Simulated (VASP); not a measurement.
# SiO2 (Cmce) in VASP: further runs

Runs on SiO2. Level: r2SCAN. Tasks: single point.

All numbers are computed with VASP 6.6.1; they aren't measurements. Logs are shortened: lines on timing, memory, paths and dates and some standing lists are left out, and cuts for length are marked.

### Step 1. The cell of the first run

Symmetry: Cmce, No. 64, orthorhombic system. The conventional cell has a = 9.032 Å, b = 9.554 Å, c = 8.698 Å, α = 90.00°, β = 90.00°, γ = 90.00°. Si (site symmetry 1) has 4 O at 1.58 to 1.61 Å within 2.1 Å. O (site symmetry 2) has 2 Si at 1.58 Å within 2.1 Å. O (site symmetry 2) has 2 Si at 1.59 Å within 2.1 Å. O (site symmetry m) has 2 Si at 1.61 Å within 2.1 Å. O (site symmetry -1) has 2 Si at 1.58 Å within 2.1 Å.

### Step 2. Single point, r2SCAN (15.64 Å³/atom)

Input file POSCAR:

```
SiO2
1.0
    4.5158572375     -4.7771614028      0.0000000000
    4.5158572375      4.7771614028      0.0000000000
    0.0000000000      0.0000000000      8.6981578698
Si O
8 16
Direct
    0.2998829073      0.0228583348      0.9016415096
    0.4771416652      0.2001170927      0.5983584904
    0.0228583348      0.2998829073      0.0983584904
    0.2001170927      0.4771416652      0.4016415096
    0.9771416652      0.7001170927      0.9016415096
    0.7001170927      0.9771416652      0.0983584904
    0.7998829073      0.5228583348      0.5983584904
    0.5228583348      0.7998829073      0.4016415096
    0.8548746633      0.8548746633      0.0000000000
    0.6515767262      0.8484232738      0.2500000000
    0.6451253367      0.6451253367      0.5000000000
    0.3008945528      0.6991054472      0.3580495214
    0.1515767262      0.3484232738      0.2500000000
    0.8484232738      0.6515767262      0.7500000000
    0.1451253367      0.1451253367      0.0000000000
    0.3484232738      0.1515767262      0.7500000000
    0.0000000000      0.5000000000      0.0000000000
    0.1991054472      0.8008945528      0.8580495214
    0.6991054472      0.3008945528      0.6419504786
    0.8008945528      0.1991054472      0.1419504786
    0.3548746633      0.3548746633      0.5000000000
    0.5000000000      0.0000000000      0.0000000000
    0.0000000000      0.5000000000      0.5000000000
    0.5000000000      0.0000000000      0.5000000000
```

Input file INCAR.step1:

```
SYSTEM = SiO2
ALGO = Normal
EDIFF = 1E-4
ENCUT = 520
GGA = PE
ISMEAR = 0
LASPH = .TRUE.
LCHARG = .FALSE.
LREAL = Auto
LWAVE = .TRUE.
NBANDS = 82
NELM = 100
PREC = Accurate
SIGMA = 0.02
```

Input file INCAR.step2:

```
SYSTEM = SiO2
ALGO = Normal
EDIFF = 1E-6
ENCUT = 520
ISIF = 2
ISMEAR = 0
ISTART = 1
LASPH = .TRUE.
LCHARG = .FALSE.
LMIXTAU = .TRUE.
LREAL = Auto
LWAVE = .FALSE.
METAGGA = R2SCAN
NBANDS = 82
NELM = 100
PREC = Accurate
SIGMA = 0.02
```

Input file KPOINTS:

```
k-points
0
G
  4 4 4
  0 0 0
```

Potentials or basis: VASP PAW PBE potentials, release 64 (Si, O).

On the command line:

```console
> cat potpaw_PBE.64/Si/POTCAR potpaw_PBE.64/O/POTCAR > POTCAR
> cp INCAR.step1 INCAR
> mpirun -np 1 vasp_std > vasp.out
> cp INCAR.step2 INCAR
> mpirun -np 1 vasp_std > vasp.out
```

OUTCAR:

```text
SYSTEM = SiO2
   EDIFF = 1E-6
   ENCUT = 520
   ISIF = 2
   ISMEAR = 0
   ISTART = 1
   LASPH = .TRUE.
   LREAL = Auto
   METAGGA = R2SCAN
   NELM = 100
   PREC = Accurate

 ion  position               nearest neighbor table
   1  0.300  0.023  0.902-  15 1.58  22 1.58  16 1.59  18 1.61   5 2.91   2 3.09
   2  0.477  0.200  0.598-  21 1.58  24 1.58  16 1.59  19 1.61   7 2.91   1 3.09
   3  0.023  0.300  0.098-  15 1.58  17 1.58  13 1.59  20 1.61   6 2.91   4 3.09
   4  0.200  0.477  0.402-  21 1.58  23 1.58  13 1.59  12 1.61   8 2.91   3 3.09
   5  0.977  0.700  0.902-   9 1.58  17 1.58  14 1.59  18 1.61   1 2.91   7 3.09
   6  0.700  0.977  0.098-   9 1.58  22 1.58  10 1.59  20 1.61   3 2.91   8 3.09
   7  0.800  0.523  0.598-  11 1.58  23 1.58  14 1.59  19 1.61   2 2.91   5 3.09
   8  0.523  0.800  0.402-  11 1.58  24 1.58  10 1.59  12 1.61   4 2.91   6 3.09
   9  0.855  0.855  0.000-   5 1.58   6 1.58
  10  0.652  0.848  0.250-   6 1.59   8 1.59
  11  0.645  0.645  0.500-   7 1.58   8 1.58
  12  0.301  0.699  0.358-   4 1.61   8 1.61
  13  0.152  0.348  0.250-   3 1.59   4 1.59
  14  0.848  0.652  0.750-   5 1.59   7 1.59
[... 8 lines left out ...]
  23  0.000  0.500  0.500-   4 1.58   7 1.58
  24  0.500  0.000  0.500-   2 1.58   8 1.58

  LATTYP: Found a base centered orthorhombic cell.
 ALAT       =     9.0317144750
 B/A-ratio  =     1.0578636904
 C/A-ratio  =     0.9630682960

  Lattice vectors:

 A1 = (   4.5158572375,  -4.7771614028,   0.0000000000)
 A2 = (   4.5158572375,   4.7771614028,   0.0000000000)
 A3 = (   0.0000000000,   0.0000000000,   8.6981578698)

Analysis of symmetry for initial positions (statically):
=====================================================================
 Subroutine PRICEL returns:
 Original cell was already a primitive cell.

 Routine SETGRP: Setting up the symmetry group for a
 base centered orthorhombic supercell.

 Subroutine GETGRP returns: Found  8 space group operations
 (whereof  4 operations were pure point group operations)
 out of a pool of  8 trial point group operations.

The static configuration has the point symmetry C_2h.
 The point group associated with its full space group is D_2h.

Analysis of symmetry for dynamics (positions and initial velocities):
=====================================================================
 Subroutine PRICEL returns:
 Original cell was already a primitive cell.

 Routine SETGRP: Setting up the symmetry group for a
 base centered orthorhombic supercell.

 Subroutine GETGRP returns: Found  8 space group operations
 (whereof  4 operations were pure point group operations)
 out of a pool of  8 trial point group operations.

The dynamic configuration has the point symmetry C_2h.
 The point group associated with its full space group is D_2h.

 Subroutine INISYM returns: Found  8 space group operations
 (whereof  4 operations are pure point group operations),
 and found     1 'primitive' translations

----------------------------------------------------------------------------------------

                                     Primitive cell

  volume of cell :     375.2904

  direct lattice vectors                    reciprocal lattice vectors
     4.515857237 -4.777161403  0.000000000     0.110720949 -0.104664665  0.000000000
     4.515857237  4.777161403  0.000000000     0.110720949  0.104664665  0.000000000
     0.000000000  0.000000000  8.698157870     0.000000000  0.000000000  0.114966872

  length of vectors
     6.573753696  6.573753696  8.698157870     0.152360824  0.152360824  0.114966872

  position of ions in fractional coordinates (direct lattice)
     0.299882907  0.022858335  0.901641510
     0.477141665  0.200117093  0.598358490
     0.022858335  0.299882907  0.098358490
     0.200117093  0.477141665  0.401641510
     0.977141665  0.700117093  0.901641510
     0.700117093  0.977141665  0.098358490
[... 16 lines left out ...]
     0.000000000  0.500000000  0.500000000
     0.500000000  0.000000000  0.500000000

  ion indices of the primitive-cell ions
   primitive index   ion index
                 1           1
                 2           2
                 3           3
                 4           4
                 5           5
                 6           6
[... 16 lines left out ...]
                23          23
                24          24

----------------------------------------------------------------------------------------

 KPOINTS: k-points

Automatic generation of k-mesh.
 Grid dimensions read from file:
 generate k-points for:    4    4    4

 Generating k-lattice:

  Cartesian coordinates                     Fractional coordinates (reciprocal lattice)
     0.027680237 -0.026166166  0.000000000     0.250000000  0.000000000  0.000000000
     0.027680237  0.026166166  0.000000000     0.000000000  0.250000000  0.000000000
     0.000000000  0.000000000  0.028741718     0.000000000  0.000000000  0.250000000

  Length of vectors
     0.038090206  0.038090206  0.028741718

  Shift w.r.t. Gamma in fractional coordinates (k-lattice)
     0.000000000  0.000000000  0.000000000

 Subroutine IBZKPT returns following result:
 ===========================================

 Found     21 irreducible k-points:

 Following reciprocal coordinates:
            Coordinates               Weight
  0.000000  0.000000  0.000000      1.000000
  0.250000  0.000000  0.000000      4.000000
  0.500000  0.000000  0.000000      2.000000
  0.250000  0.250000  0.000000      2.000000
  0.500000  0.250000  0.000000      4.000000
 -0.250000  0.250000  0.000000      2.000000
[... 13 lines left out ...]
 -0.250000  0.250000  0.500000      2.000000
  0.500000  0.500000  0.500000      1.000000
   k-points           NKPTS =     21   k-points in BZ     NKDIM =     21   number of bands    NBANDS=     82
   number of dos      NEDOS =    301   number of ions     NIONS =     24
   total plane-waves  NPLWV = 175000
   dimension x,y,z NGX =    50 NGY =   50 NGZ =   70
   dimension x,y,z NGXF=   100 NGYF=  100 NGZF=  140
   ions per type =               8  16
   NGX,Y,Z   is equivalent  to a cutoff of  12.64, 12.64, 13.38 a.u.
   NGXF,Y,Z  is equivalent  to a cutoff of  25.29, 25.29, 26.76 a.u.
 SYSTEM =  SiO2
   PREC   = accura    normal or accurate (medium, high low for compatibility)
   ISTART =      1    job   : 0-new  1-cont  2-samecut
   ICHARG =      0    charge: 1-file 2-atom 10-const
   ISPIN  =      1    spin polarized calculation?
   LNONCOLLINEAR =      F non collinear calculations
   LSORBIT =      F    spin-orbit coupling
   LASPH  =      T    aspherical Exc in radial PAW
   ENCUT  =  520.0 eV  38.22 Ry    6.18 a.u.  12.22 12.22 16.17*2*pi/ulx,y,z
   NELM   =    100;   NELMIN=  2; NELMDL=  0     # of ELM steps
   EDIFF  = 0.1E-05   stopping-criterion for ELM
   LREAL  =      T    real-space projection
   EDIFFG = 0.1E-04   stopping-criterion for IOM
   NSW    =      0    number of steps for IOM
   IBRION =     -1    ionic relax: 0-MD 1-quasi-New 2-CG
   NFREE  =      0    steps in history (QN), initial steepest desc. (CG)
   ISIF   =      2    stress and relaxation
   ISYM   =      2    0-nonsym 1-usesym 2-fastsym
   POTIM  = 0.5000    time-step for ionic-motion
   TEBEG  =    0.0;   TEEND  =   0.0 temperature during run
   PSTRESS=    0.0 pullay stress
   NELECT =     128.0000    total number of electrons
   NUPDOWN=      -1.0000    fix difference up-down
   EMIN   =  10.00;   EMAX   =-10.00  energy-range for DOS
   EFERMI =   0.00;   METHOD = LEGACY
   ISMEAR =     0;   SIGMA  =   0.02  broadening in eV -4-tet -1-fermi 0-gaus
   EFERMI_NEDOS =   21; number of points for ismear=-14 and -15
   IALGO  =     38    algorithm
   IMIX   =      4    mixing-type and parameters
     AMIX     =   0.40;   BMIX     =  1.00
     AMIX_MAG =   1.60;   BMIX_MAG =  1.00
  volume/ion in A,a.u.               =      15.64       105.52
  Fermi-wavevector in a.u.,A,eV,Ry     =   1.143815  2.161496 17.800667  1.308312
  Thomas-Fermi vector in A             =   2.280509
   LORBIT       =      0    0 simple, 1 ext, 2 COOP (PROOUT), +10 PAW based schemes
   METAGGA = R2SCAN    functional components
   LHFCALC =     F    Hartree Fock is set to
   AEXX    =    0.0000 exact exchange contribution
   IVDW    =     0    specifies the selected vdW correction
   LEPSILON=     F    determine dielectric tensor
   LRPA    =     F    only Hartree local field effects (RPA)
 non-spin polarized calculation
 Gauss-broadening in eV      SIGMA  =   0.02
  energy-cutoff  :      520.00
  volume of cell :      375.29
 maximum number of plane-waves:     10136
 NGX is ok and might be reduce to    50
   NGX = 25   NGY = 25   NGZ = 33

 number of electron     127.9999971 magnetization

 Free energy of the ion-electron system (eV)
  ---------------------------------------------------
  ext. energy  EPLUGINS =         0.00000000
  ---------------------------------------------------
  free energy    TOTEN  =      -237.39529393 eV

  energy without entropy =     -237.39529393  energy(sigma->0) =     -237.39529393

 E-fermi :  -0.7980     XC(G=0):  -8.1956

 val. band max:       -0.9109343225   @ k =   0.0000   0.0000   0.0000
 cond. band min:       5.3955680243   @ k =   0.0000   0.0000   0.0000
 fundamental gap:      6.3065023468
 Fermi energy:        -0.7979906846

 k-point     1 :       0.0000    0.0000    0.0000
  band No.  band energies     occupation
      1     -21.5572      2.00000
      2     -21.1326      2.00000
      3     -20.6144      2.00000
      4     -20.5986      2.00000
      5     -20.5405      2.00000
      6     -20.0788      2.00000
[... 68 lines left out ...]
     75      10.1055      0.00000
     76      10.1402      0.00000

 k-point     2 :       0.2500    0.0000    0.0000
  band No.  band energies     occupation
      1     -21.4819      2.00000
      2     -21.1205      2.00000
      3     -20.8064      2.00000
      4     -20.6402      2.00000
      5     -20.4394      2.00000
      6     -20.2328      2.00000
[... 1493 lines left out ...]
 k-point    21 :       0.5000    0.5000    0.5000
  band No.  band energies     occupation
      1     -21.1065      2.00000
      2     -21.1065      2.00000
      3     -20.8729      2.00000
      4     -20.8729      2.00000
      5     -20.6401      2.00000
      6     -20.6401      2.00000
[... 68 lines left out ...]
     75       9.5679      0.00000
     76       9.5679      0.00000
 [bands above 76 left out]

------------------------ aborting loop because EDIFF is reached ----------------------------------------

  FORCE on cell =-STRESS in cart. coord.  units (eV):
  Direction    XX          YY          ZZ          XY          YZ          ZX
  --------------------------------------------------------------------------------------
  -------------------------------------------------------------------------------------
  Total       14.2697437     13.8567124     14.0057362      0.0000000      0.0000000      0.0000000
  in kB       60.9199243     59.1566247     59.7928322      0.0000000      0.0000000      0.0000000
  external PRESSURE =      59.9564604 kB  Pullay stress =       0.0000000 kB

 VOLUME and BASIS-vectors are now :
 -----------------------------------------------------------------------------
  energy-cutoff  :      520.00
  volume of cell :      375.29
      direct lattice vectors                 reciprocal lattice vectors
     4.515857237 -4.777161403  0.000000000     0.110720949 -0.104664665  0.000000000
     4.515857237  4.777161403  0.000000000     0.110720949  0.104664665  0.000000000
     0.000000000  0.000000000  8.698157870     0.000000000  0.000000000  0.114966872

 POSITION                                       TOTAL-FORCE (eV/Angst)
 -----------------------------------------------------------------------------------
      1.45745     -1.32339      7.84262         0.027407      0.007644      0.008428
      3.05840     -1.32339      5.20462        -0.027407      0.007644     -0.008428
      1.45745      1.32339      0.85554         0.027407     -0.007644     -0.008428
      3.05840      1.32339      3.49354        -0.027407     -0.007644      0.008428
      7.57426     -1.32339      7.84262        -0.027407      0.007644      0.008428
      7.57426      1.32339      0.85554        -0.027407     -0.007644     -0.008428
[... 16 lines left out ...]
      2.25793      2.38858      4.34908        -0.000000     -0.000000     -0.000000
      2.25793     -2.38858      4.34908        -0.000000     -0.000000     -0.000000
 -----------------------------------------------------------------------------------
    total drift:                                0.000000      0.000000      0.000000

  FREE ENERGIE OF THE ION-ELECTRON SYSTEM (eV)
  ---------------------------------------------------
  free  energy   TOTEN  =      -237.3952939346 eV

  energy  without entropy=     -237.3952939346  energy(sigma->0) =     -237.39529393
```

Wall time 82 min (1 thread of Oxide Virtual Turin-like, shared host); peak memory 0.67 GiB.

Results:

| Quantity | Value |
| --- | --- |
| Free energy | -237.3953 eV |
| Pressure | 6.0 GPa |
| Largest force | 0.030 eV/Å |
| Band gap on the k mesh | 6.31 eV |

Forces in eV/Å, atoms in the order of the input:
```
Si   0.027  0.008  0.008
Si  -0.027  0.008 -0.008
Si   0.027 -0.008 -0.008
Si  -0.027 -0.008  0.008
Si  -0.027  0.008  0.008
Si  -0.027 -0.008 -0.008
Si   0.027  0.008 -0.008
Si   0.027 -0.008  0.008
O    0.014  0.000  0.000
O    0.000  0.013  0.000
O   -0.014  0.000  0.000
O    0.000  0.017 -0.006
O    0.000  0.013  0.000
O    0.000 -0.013  0.000
O   -0.014  0.000  0.000
O    0.000 -0.013  0.000
O    0.000  0.000  0.000
O    0.000 -0.017 -0.006
O    0.000 -0.017  0.006
O    0.000  0.017  0.006
O    0.014  0.000  0.000
O    0.000  0.000  0.000
O    0.000  0.000  0.000
O    0.000  0.000  0.000
```

Stress tensor (GPa, compression positive):
```
6.09 0.00 0.00
0.00 5.92 0.00
0.00 0.00 5.98
```

Caveat: the cell stands under pressure; the PAW data sets were made with another functional, which shifts forces and pressure a little.

### Step 3. Single point, r2SCAN (16.15 Å³/atom)

This run uses another cell than the first one, of 16.15 Å³/atom.

Input file POSCAR:

```
SiO2
1.0
    4.5257339112     -4.8750489071      0.0000000000
    4.5257339112      4.8750489071      0.0000000000
    0.0000000000      0.0000000000      8.7852853573
Si O
8 16
Direct
    0.3013373156      0.0259712996      0.9036231242
    0.4740287004      0.1986626844      0.5963768758
    0.0259712996      0.3013373156      0.0963768758
    0.1986626844      0.4740287004      0.4036231242
    0.9740287004      0.6986626844      0.9036231242
    0.6986626844      0.9740287004      0.0963768758
    0.8013373156      0.5259712996      0.5963768758
    0.5259712996      0.8013373156      0.4036231242
    0.8468081525      0.8468081525      0.0000000000
    0.6461414420      0.8538585580      0.2500000000
    0.6531918475      0.6531918475      0.5000000000
    0.3070689665      0.6929310335      0.3645016102
    0.1461414420      0.3538585580      0.2500000000
    0.8538585580      0.6461414420      0.7500000000
    0.1531918475      0.1531918475      0.0000000000
    0.3538585580      0.1461414420      0.7500000000
    0.0000000000      0.5000000000      0.0000000000
    0.1929310335      0.8070689665      0.8645016102
    0.6929310335      0.3070689665      0.6354983898
    0.8070689665      0.1929310335      0.1354983898
    0.3468081525      0.3468081525      0.5000000000
    0.5000000000      0.0000000000      0.0000000000
    0.0000000000      0.5000000000      0.5000000000
    0.5000000000      0.0000000000      0.5000000000
```

Input file INCAR.step1:

```
SYSTEM = SiO2
  ALGO = Normal
  EDIFF = 1E-4
  ENCUT = 520
  GGA = PE
  ISMEAR = 0
  LASPH = .TRUE.
  LCHARG = .FALSE.
  LREAL = Auto
  LWAVE = .TRUE.
  NBANDS = 82
  NELM = 80
  PREC = Accurate
  SIGMA = 0.02
```

Input file INCAR.step2:

```
SYSTEM = SiO2
  ALGO = Normal
  EDIFF = 1E-6
  ENCUT = 520
  ISIF = 2
  ISMEAR = 0
  ISTART = 1
  LASPH = .TRUE.
  LCHARG = .FALSE.
  LMIXTAU = .TRUE.
  LREAL = Auto
  LWAVE = .FALSE.
  METAGGA = R2SCAN
  NBANDS = 82
  NELM = 80
  PREC = Accurate
  SIGMA = 0.02
```

KPOINTS is that of step 2.

Potentials or basis: VASP PAW PBE potentials, release 64 (Si, O).

On the command line:

```console
> cat potpaw_PBE.64/Si/POTCAR potpaw_PBE.64/O/POTCAR > POTCAR
> cp INCAR.step1 INCAR
> mpirun -np 1 vasp_std > vasp.out
> cp INCAR.step2 INCAR
> mpirun -np 1 vasp_std > vasp.out
```

Wall time 81 min (1 thread of Oxide Virtual Turin-like, shared host); peak memory 0.68 GiB.

Results (log left out):

* Free energy: -237.7819 eV
* Pressure: 3.8 GPa
* Largest force: 0.019 eV/Å
* Band gap on the k mesh: 6.24 eV

Forces in eV/Å, atoms in the order of the input:
```
Si   0.019 -0.002  0.001
Si  -0.019 -0.002 -0.001
Si   0.019  0.002 -0.001
Si  -0.019  0.002  0.001
Si  -0.019 -0.002  0.001
Si  -0.019  0.002 -0.001
Si   0.019 -0.002 -0.001
Si   0.019  0.002  0.001
O    0.008  0.000  0.000
O    0.000  0.007  0.000
O   -0.008  0.000  0.000
O    0.000  0.007 -0.005
O    0.000  0.007  0.000
O    0.000 -0.007  0.000
O   -0.008  0.000  0.000
O    0.000 -0.007  0.000
O    0.000  0.000  0.000
O    0.000 -0.007 -0.005
O    0.000 -0.007  0.005
O    0.000  0.007  0.005
O    0.008  0.000  0.000
O    0.000  0.000  0.000
O    0.000  0.000  0.000
O    0.000  0.000  0.000
```

Stress tensor (GPa, compression positive):
```
3.87 0.00 0.00
0.00 3.71 0.00
0.00 0.00 3.78
```

Levels at points of the mesh, in eV from the valence-band top:
```tsv
k point	band 60	band 61	band 62	band 63	band 64	band 65	band 66	band 67	band 68	band 69
(0.00, 0.00, 0.00)	-0.72	-0.70	-0.67	-0.09	0.00	6.24	8.63	8.64	9.26	9.63
(0.50, 0.00, 0.00)	-0.58	-0.53	-0.53	-0.31	-0.31	7.47	7.47	9.19	9.19	9.54
(0.50, 0.50, 0.00)	-0.64	-0.56	-0.47	-0.07	-0.02	8.23	8.34	8.50	8.54	9.64
(0.00, 0.00, 0.50)	-0.75	-0.38	-0.38	-0.23	-0.23	6.99	6.99	9.41	9.41	9.83
(0.50, 0.00, 0.50)	-0.65	-0.39	-0.39	-0.37	-0.37	8.01	8.01	8.08	8.08	9.92
(0.50, 0.50, 0.50)	-0.60	-0.33	-0.33	-0.27	-0.27	8.67	8.67	8.76	8.76	8.97
```

Caveat: the cell stands under pressure; the PAW data sets were made with another functional, which shifts forces and pressure a little.
